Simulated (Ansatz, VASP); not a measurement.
# Two plane-wave programs on SiNi3

```xyz
4
Lattice="3.5420 0.0000 0.0000 0.0000 3.5420 0.0000 0.0000 0.0000 3.5420" Properties=species:S:1:pos:R:3 pbc="T T T"
Ni    1.7710    1.7710    0.0000
Ni    1.7710    0.0000    1.7710
Ni    0.0000    1.7710    1.7710
Si    0.0000    0.0000    0.0000
```

Alike in both runs: functional revPBE; k mesh 4 × 4 × 4; occupations fermi-dirac, width 0.05 eV; collinear spin.

```csv
,VASP,Ansatz
version,VASP 6.6.1,Ansatz 0.2.0
potentials or method,"VASP PAW PBE potentials, release 64 (Ni_sv_GW, Si)",Ansatz PAW
plane-wave cutoff (eV),590,420
valence electrons in the cell,58,58
task,single point,band structure
```

VASP gave:

| Quantity | Value |
| --- | --- |
| gap on the k mesh at the Fermi level (eV) | none |
| pressure (GPa) | -5.8 |
| net moment per atom (μB) | 0.00 |

Question: What did Ansatz give for the same quantities?

Answer: gap on the k mesh at the Fermi level (eV): none; pressure (GPa): -2.6; net moment per atom (μB): 0.00.

VASP's potentials were made for PBE, not for revPBE. A gap of «none» marks a metal or a gap that the smearing closes. The functional is the same, so the differences come from potentials, cutoffs and numerics.

The k mesh is coarse, so the values compare programs but aren't converged.
